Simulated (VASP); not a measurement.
A run of VASP 6.6.1 is set up as follows.

INCAR

```
SYSTEM = HfB2
ALGO = Normal
EDIFF = 1E-7
EDIFFG = -0.001
ENCUT = 500
GGA = RP
GGA_COMPAT = .False.
IBRION = 2
ISIF = 3
ISMEAR = -1
IVDW = 12
LASPH = .True.
LCHARG = .False.
LREAL = .False.
LWAVE = .False.
NELM = 120
NELMIN = 4
NSW = 80
PREC = Accurate
PSTRESS = 50.0
SIGMA = 0.02
```

The input KPOINTS:

```
k-points
0
Gamma
  8 8 6
  0 0 0
```

File POSCAR:

```
HfB2
1.0
    3.1400000000      0.0000000000      0.0000000000
   -1.5700000000      2.7193197679      0.0000000000
    0.0000000000      0.0000000000      3.4800000000
Hf B
1 2
Direct
    0.0000000000      0.0000000000      0.0000000000
    0.3333330000      0.6666670000      0.5000000000
    0.6666670000      0.3333330000      0.5000000000
```

Potentials or basis: VASP PAW PBE potentials, release 64 (Hf_pv, B).

Launch:

```sh
$ cat potpaw_PBE.64/Hf_pv/POTCAR potpaw_PBE.64/B/POTCAR > POTCAR
$ mpirun -np 1 vasp_std > vasp.out
```

(1) What does it give for the relaxed volume?

(2) Estimate the relaxed cell.

## Answers

(1) 8.73 Å³/atom.

(2) a = 3.025 Å, b = 3.025 Å, c = 3.305 Å, α = 90.00°, β = 90.00°, γ = 120.00°.

Caveat: the cell is relaxed towards a set pressure, so the run minimises the enthalpy, not the energy; the PAW data sets were made with another functional, which shifts forces and pressure a little.
